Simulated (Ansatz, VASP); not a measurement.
TiO2: VASP beside Ansatz

```xyz
3
Lattice="0.0000 2.3968 2.4869 2.3968 0.0000 2.4869 2.3968 2.3968 0.0000" Properties=species:S:1:pos:R:3 pbc="T T T"
Ti    0.0000    0.0000    0.0000
O     1.1984    1.1984    1.2435
O     3.5952    3.5952    3.7304
```

Change from the starting cell: uniaxial_z strain +3.8%.

Alike in both runs: task single point; functional PBE; k mesh 10 × 10 × 10; occupations fermi-dirac, width 0.02 eV; no spin polarisation.

|  | VASP | Ansatz |
| --- | --- | --- |
| version | VASP 6.6.1 | Ansatz 0.2.0 |
| potentials or method | VASP PAW PBE potentials, release 64 (Ti_sv, O) | plane waves, PAW |
| plane-wave cutoff (eV) | 520 | 420 |
| valence electrons in the cell | 24 | 24 |

```csv
,VASP,Ansatz,Ansatz less VASP
gap on the k mesh at the Fermi level (eV),0.85,0.87,+0.016
pressure (GPa),-2.5,-3.3,-0.76
"traceless stress, the component that is largest in VASP (GPa)",-12.45,-12.50,-0.051
```

The functional is the same, so the differences come from potentials, cutoffs and numerics.
